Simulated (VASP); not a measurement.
Set up this calculation in VASP 6.6.1, as the native input.

- Task: single point
- Functional: LDA
- Potentials or basis: VASP PAW LDA potentials, release 64 (Ge_d)
- Cutoff: 520 eV
- k mesh: 8 × 8 × 6, shifted
- Occupations: gaussian, width 0.01 eV
- Spin: no spin polarisation
- Dipole correction: no
- Further INCAR settings: ALGO = Normal; EDIFF = 1e-06; NBANDS = 36

The structure of Ge lies in POSCAR:

```
Ge
1.0
    2.8092177832      2.8092177832      0.0000000000
   -2.8092177832      2.8092177832      0.0000000000
    0.0000000000      0.0000000000      5.6299395593
Ge
4
Direct
    0.0000000000      0.0000000000      0.0000000000
    0.0000000000      0.5000000000      0.7500000000
    0.5000000000      0.0000000000      0.2500000000
    0.5000000000      0.5000000000      0.5000000000
```

The input as run:

INCAR

```
SYSTEM = Ge
PREC     = Accurate       ! precision mode
ENCUT    = 520            ! plane-wave cutoff, eV
EDIFF    = 1E-6           ! SCF threshold, eV
ISMEAR   = 0              ! smearing method
SIGMA    = 0.01           ! smearing width, eV
LREAL    = .FALSE.        ! projectors in reciprocal space
LASPH    = .TRUE.         ! aspherical terms in the spheres
NELM     = 100            ! most SCF steps
ALGO     = Normal         ! electronic algorithm
ISIF     = 2              ! what is computed and relaxed
LWAVE    = .FALSE.        ! write WAVECAR
LCHARG   = .FALSE.        ! write CHGCAR
GGA      = CA             ! functional
NBANDS   = 36             ! bands
```

KPOINTS

```
Automatic mesh
0
Gamma
  8 8 6
  0.5 0.5 0.5
```

Potentials or basis: VASP PAW LDA potentials, release 64 (Ge_d).

Command:

```sh
$ cat potpaw_LDA.64/Ge_d/POTCAR > POTCAR
$ mpirun -np 1 vasp_std > vasp.out
```

It gave:

| Item | Value |
| --- | --- |
| Pressure | 0.1 GPa |
| Band gap on the k mesh | 0.71 eV |

Wall time 55 s on 1 thread of Intel Xeon 6975P-C, with other jobs on the host, peak memory 0.2 GiB.
